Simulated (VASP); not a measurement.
# TaN (Pm-3m) in VASP: single point with r2SCAN

Aim: the single point of TaN with r2SCAN.

Everything below comes from runs of VASP 6.6.1. Logs are shortened: lines on timing, memory, paths and dates and some standing lists are left out, and cuts for length are marked.

## Step 1: The cell of the first run

It takes space group Pm-3m (No. 221, cubic). Conventional cell: a = 2.745 Å, b = 2.745 Å, c = 2.745 Å, α = 90.00°, β = 90.00°, γ = 90.00°. Within 3.1 Å of Ta (site symmetry m-3m) lie 8 N at 2.38 Å and 6 Ta at 2.75 Å. N (site symmetry m-3m) has 8 Ta at 2.38 Å and 6 N at 2.75 Å within 3.1 Å.

## Step 2: Single point, r2SCAN

POSCAR reads:

```
TaN
1.0
   -0.9151226559      1.8302453118      1.8302453118
    1.8302453118     -0.9151226559      1.8302453118
    1.8302453118      1.8302453118     -0.9151226559
Ta N
1 1
Direct
    0.5000000000      0.5000000000      0.5000000000
    0.0000000000      0.0000000000      0.0000000000
```

INCAR.step1 reads:

```
ALGO = Normal ; EDIFF = 1E-4
ENCUT = 520 ; GGA = PE
ISMEAR = 0 ; LASPH = True
LCHARG = False ; LREAL = False
LWAVE = True ; NBANDS = 15
NELM = 80 ; PREC = Accurate
SIGMA = 0.15
```

INCAR.step2 reads:

```
ALGO = Normal ; EDIFF = 1E-6
ENCUT = 520 ; ISIF = 2
ISMEAR = 0 ; ISTART = 1
LASPH = True ; LCHARG = False
LMIXTAU = True ; LREAL = False
LWAVE = False ; METAGGA = R2SCAN
NBANDS = 15 ; NELM = 80
PREC = Accurate ; SIGMA = 0.15
```

KPOINTS reads:

```
k-points
0
Gamma
  20 20 20
```

Potentials or basis: VASP PAW PBE potentials, release 64 (Ta_pv, N).

The run is started by

```bash
$ cat potpaw_PBE.64/Ta_pv/POTCAR potpaw_PBE.64/N/POTCAR > POTCAR
$ cp INCAR.step1 INCAR
$ mpirun -np 1 vasp_std > vasp.out
$ cp INCAR.step2 INCAR
$ mpirun -np 1 vasp_std > vasp.out
```

OUTCAR:

```text
EDIFF = 1E-6
   ENCUT = 520
   ISIF = 2
   ISMEAR = 0
   ISTART = 1
   LASPH = True
   LREAL = False
   METAGGA = R2SCAN
   NELM = 80
   PREC = Accurate

 ion  position               nearest neighbor table
   1  0.500  0.500  0.500-   2 2.38   2 2.38   2 2.38   2 2.38   2 2.38   2 2.38   2 2.38   2 2.38

   2  0.000  0.000  0.000-   1 2.38   1 2.38   1 2.38   1 2.38   1 2.38   1 2.38   1 2.38   1 2.38

  LATTYP: Found a simple cubic cell.
 ALAT       =     2.7453679677

  Lattice vectors:

 A1 = (  -0.9151226559,   1.8302453118,   1.8302453118)
 A2 = (   1.8302453118,  -0.9151226559,   1.8302453118)
 A3 = (   1.8302453118,   1.8302453118,  -0.9151226559)

Analysis of symmetry for initial positions (statically):
=====================================================================
 Subroutine PRICEL returns:
 Original cell was already a primitive cell.

 Routine SETGRP: Setting up the symmetry group for a
 simple cubic supercell.

 Subroutine GETGRP returns: Found 48 space group operations
 (whereof 48 operations were pure point group operations)
 out of a pool of 48 trial point group operations.

The static configuration has the point symmetry O_h .

Analysis of symmetry for dynamics (positions and initial velocities):
=====================================================================
 Subroutine PRICEL returns:
 Original cell was already a primitive cell.

 Routine SETGRP: Setting up the symmetry group for a
 simple cubic supercell.

 Subroutine GETGRP returns: Found 48 space group operations
 (whereof 48 operations were pure point group operations)
 out of a pool of 48 trial point group operations.

The dynamic configuration has the point symmetry O_h .

 Subroutine INISYM returns: Found 48 space group operations
 (whereof 48 operations are pure point group operations),
 and found     1 'primitive' translations

----------------------------------------------------------------------------------------

                                     Primitive cell

  volume of cell :      20.6920

  direct lattice vectors                    reciprocal lattice vectors
    -0.915122656  1.830245312  1.830245312    -0.121416632  0.242833265  0.242833265
     1.830245312 -0.915122656  1.830245312     0.242833265 -0.121416632  0.242833265
     1.830245312  1.830245312 -0.915122656     0.242833265  0.242833265 -0.121416632
[... 91 lines left out ...]
   ISYM   =      2    0-nonsym 1-usesym 2-fastsym
   POTIM  = 0.5000    time-step for ionic-motion
   TEBEG  =    0.0;   TEEND  =   0.0 temperature during run
   PSTRESS=    0.0 pullay stress
   NELECT =      16.0000    total number of electrons
   NUPDOWN=      -1.0000    fix difference up-down
   EMIN   =  10.00;   EMAX   =-10.00  energy-range for DOS
   EFERMI =   0.00;   METHOD = LEGACY
   ISMEAR =     0;   SIGMA  =   0.15  broadening in eV -4-tet -1-fermi 0-gaus
   EFERMI_NEDOS =   21; number of points for ismear=-14 and -15
   IALGO  =     38    algorithm
   IMIX   =      4    mixing-type and parameters
     AMIX     =   0.40;   BMIX     =  1.00
     AMIX_MAG =   1.60;   BMIX_MAG =  1.00
  volume/ion in A,a.u.               =      10.35        69.82
  Fermi-wavevector in a.u.,A,eV,Ry     =   1.502615  2.839530 30.719922  2.257851
  Thomas-Fermi vector in A             =   2.613832
   LORBIT       =      0    0 simple, 1 ext, 2 COOP (PROOUT), +10 PAW based schemes
   METAGGA = R2SCAN    functional components
   LHFCALC =     F    Hartree Fock is set to
   AEXX    =    0.0000 exact exchange contribution
   IVDW    =     0    specifies the selected vdW correction
   LEPSILON=     F    determine dielectric tensor
   LRPA    =     F    only Hartree local field effects (RPA)
 non-spin polarized calculation
 Gauss-broadening in eV      SIGMA  =   0.15
  energy-cutoff  :      520.00
  volume of cell :       20.69
 maximum number of plane-waves:       587
   NGX = 11   NGY = 11   NGZ = 11

 number of electron      16.0000010 magnetization

 Free energy of the ion-electron system (eV)
  ---------------------------------------------------
  ext. energy  EPLUGINS =         0.00000000
  ---------------------------------------------------
  free energy    TOTEN  =       -58.73300902 eV

  energy without entropy =      -58.72561732  energy(sigma->0) =      -58.72931317

 E-fermi :   9.0350     XC(G=0): -14.6781

 val. band max:        9.0282365858   @ k =   0.2500   0.2500   0.2000
 cond. band min:       9.0580999111   @ k =   0.4000   0.3000   0.2500
 fundamental gap:      0.0298633253
 Fermi energy:         9.0349871248

 k-point     1 :       0.0000    0.0000    0.0000
  band No.  band energies     occupation
      1     -27.2240      2.00000
      2     -27.2240      2.00000
      3     -27.2240      2.00000
      4     -10.0274      2.00000
      5       4.1933      2.00000
      6       4.1933      2.00000
      7       6.4316      2.00000
      8       6.4316      2.00000
      9       6.4316      2.00000
     10      11.9112      0.00000
     11      13.4440      0.00000
     12      13.4440      0.00000
     13      13.4440      0.00000
     14      19.6715      0.00000
[... 401 lines left out ...]
      2     -27.3134      2.00000
      3     -27.1696      2.00000
      4      -9.1012      2.00000
      5       2.6171      2.00000
      6       4.2065      2.00000
      7       5.6879      2.00000
      8       5.7221      2.00000
      9       8.1252      2.00000
     10      12.7840      0.00000
     11      12.8489      0.00000
     12      14.4951      0.00000
     13      15.2213      0.00000
     14      19.6716      0.00000
     15      24.1395      0.00000

 [... further k-points ...]

------------------------ aborting loop because EDIFF is reached ----------------------------------------

  FORCE on cell =-STRESS in cart. coord.  units (eV):
  Direction    XX          YY          ZZ          XY          YZ          ZX
  --------------------------------------------------------------------------------------
  -------------------------------------------------------------------------------------
  Total       -0.2482002     -0.2482002     -0.2482002      0.0000000      0.0000000     -0.0000000
  in kB      -19.2181244    -19.2181244    -19.2181244      0.0000000      0.0000000     -0.0000000
  external PRESSURE =     -19.2181244 kB  Pullay stress =       0.0000000 kB

 VOLUME and BASIS-vectors are now :
 -----------------------------------------------------------------------------
  energy-cutoff  :      520.00
  volume of cell :       20.69
      direct lattice vectors                 reciprocal lattice vectors
    -0.915122656  1.830245312  1.830245312    -0.121416632  0.242833265  0.242833265
     1.830245312 -0.915122656  1.830245312     0.242833265 -0.121416632  0.242833265
     1.830245312  1.830245312 -0.915122656     0.242833265  0.242833265 -0.121416632

 POSITION                                       TOTAL-FORCE (eV/Angst)
 -----------------------------------------------------------------------------------
      1.37268      1.37268      1.37268        -0.000000     -0.000000     -0.000000
      0.00000      0.00000      0.00000         0.000000      0.000000      0.000000
 -----------------------------------------------------------------------------------
    total drift:                                0.000000     -0.000000      0.000000

  FREE ENERGIE OF THE ION-ELECTRON SYSTEM (eV)
  ---------------------------------------------------
  free  energy   TOTEN  =       -58.7330090214 eV

  energy  without entropy=      -58.7256173239  energy(sigma->0) =      -58.72931317
```

OUTCAR.step1:

```text
EDIFF = 1E-4
   ENCUT = 520
   GGA = PE
   ISMEAR = 0
   LASPH = True
[... 653 lines left out ...]
 -----------------------------------------------------------------------------------
      1.37268      1.37268      1.37268         0.000000      0.000000      0.000000
      0.00000      0.00000      0.00000        -0.000000     -0.000000     -0.000000
 -----------------------------------------------------------------------------------
    total drift:                                0.000000     -0.000000      0.000000

  FREE ENERGIE OF THE ION-ELECTRON SYSTEM (eV)
  ---------------------------------------------------
  free  energy   TOTEN  =       -20.8437938091 eV

  energy  without entropy=      -20.8365809145  energy(sigma->0) =      -20.84018736
```

OSZICAR.step1:

```text
N       E                     dE             d eps       ncg     rms          rms(c)
DAV:   1     0.897802727972E+02    0.89780E+02   -0.87837E+03  8604   0.114E+03
DAV:   2    -0.205572913111E+02   -0.11034E+03   -0.10298E+03 10750   0.301E+02
DAV:   3    -0.231383835539E+02   -0.25811E+01   -0.25663E+01  9553   0.430E+01
DAV:   4    -0.231484151652E+02   -0.10032E-01   -0.10028E-01 11296   0.280E+00
DAV:   5    -0.231484770030E+02   -0.61838E-04   -0.61837E-04  9614   0.197E-01    0.207E+01
DAV:   6    -0.209366942039E+02    0.22118E+01   -0.34342E+00 10596   0.216E+01    0.893E+00
DAV:   7    -0.208736487944E+02    0.63045E-01   -0.53281E-01  9602   0.589E+00    0.636E+00
DAV:   8    -0.208507415280E+02    0.22907E-01   -0.16645E-01 10351   0.350E+00    0.166E+00
DAV:   9    -0.208438147358E+02    0.69268E-02   -0.13527E-02  9903   0.954E-01    0.172E-01
DAV:  10    -0.208437938091E+02    0.20927E-04   -0.83017E-04 10771   0.321E-01
   1 F= -.20843794E+02 E0= -.20840187E+02  d E =-.721289E-02
```

Wall time 1.7 min (1 thread of AMD EPYC 9R45 (Zen 5), shared host); peak memory 0.17 GiB.

What came out:

* Free energy: -58.7330 eV
* Pressure: -1.9 GPa
* Band gap on the k mesh: zero (band 8 reaches 15.79 eV, above the bottom of band 9 at 6.42 eV)

Caveat: the PAW data sets were made with another functional, which shifts forces and pressure a little; spin-orbit coupling is left out, which moves the levels of the heavy elements.
